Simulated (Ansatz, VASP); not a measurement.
**Al2BP3 in VASP and in Ansatz**

Contents of INCAR:

```
PREC     = Accurate       # precision mode
ENCUT    = 600            # plane-wave cutoff, eV
EDIFF    = 1E-7           # SCF threshold, eV
ISMEAR   = 0              # smearing method
SIGMA    = 0.1            # smearing width, eV
LREAL    = F              # projectors in reciprocal space
LASPH    = T              # aspherical terms in the spheres
NELM     = 100            # most SCF steps
ALGO     = Normal         # electronic algorithm
ISIF     = 3              # what is computed and relaxed
LWAVE    = F              # write WAVECAR
LCHARG   = F              # write CHGCAR
GGA      = PE             # functional
IBRION   = 2              # ionic algorithm
NSW      = 90             # ionic steps
EDIFFG   = -0.04          # ionic threshold
```

Contents of KPOINTS:

```
regular mesh
0
Gamma
  6 6 6
```

POSCAR

```
Al2BP3
1.0
   -1.8005142900      1.8005142900      7.6389351900
    1.8005142900     -1.8005142900      7.6389351900
    1.8005142900      1.8005142900     -7.6389351900
Al B P
2 1 3
Direct
    0.8333333300      0.8333333300      0.0000000000
    0.1666666700      0.1666666700      0.0000000000
    0.5000000000      0.5000000000      0.0000000000
    0.5833333300      0.0833333300      0.5000000000
    0.2500000000      0.7500000000      0.5000000000
    0.9166666700      0.4166666700      0.5000000000
```

Input for Ansatz:

```yaml
crystal:
  lattice:
    - [-1.80051429, 1.80051429, 7.63893519]
    - [1.80051429, -1.80051429, 7.63893519]
    - [1.80051429, 1.80051429, -7.63893519]
  atoms:
    - { symbol: Al, position: [0.83333333, 0.83333333, 0.0] }
    - { symbol: Al, position: [0.16666667, 0.16666667, 0.0] }
    - { symbol: B, position: [0.5, 0.5, 0.0] }
    - { symbol: P, position: [0.58333333, 0.08333333, 0.5] }
    - { symbol: P, position: [0.25, 0.75, 0.5] }
    - { symbol: P, position: [0.91666667, 0.41666667, 0.5] }
basis:
  ecutwfc: 420
kpoints:
  mp_grid: { grid: [6, 6, 6] }
hamiltonian:
  xc: pbe
scf:
  occupations: { method: gaussian, width: 0.1 }
  lower_state_search: "off"
output:
  forces: true
  stress: true
  eigenvalues: true
relax:
  adjacent_minimum: "off"
  f_tol: 0.04
  max_steps: 70
  cell: { stress_tol: 0.4 }
```

Alike in both runs: task relaxation of cell and atoms; functional PBE; k mesh 6 × 6 × 6; occupations gaussian, width 0.1 eV; no spin polarisation.

```csv
,VASP,Ansatz
version,VASP 6.6.1,Ansatz 0.2.0
potentials or method,"VASP PAW PBE potentials, release 64 (Al, B, P), cutoff 600 eV","scalar-relativistic, plane waves, PAW"
valence electrons in the cell,24,24
```

```csv
,VASP,Ansatz,Ansatz less VASP
"gap on the k mesh at the Fermi level, each at its own relaxed structure (eV)",0.89,0.90,+0.009
relaxed volume (Å³/atom),17.63,17.59,-0.033
relaxed cell length with the largest relative difference (Å),8.447,8.441,-0.0066
```
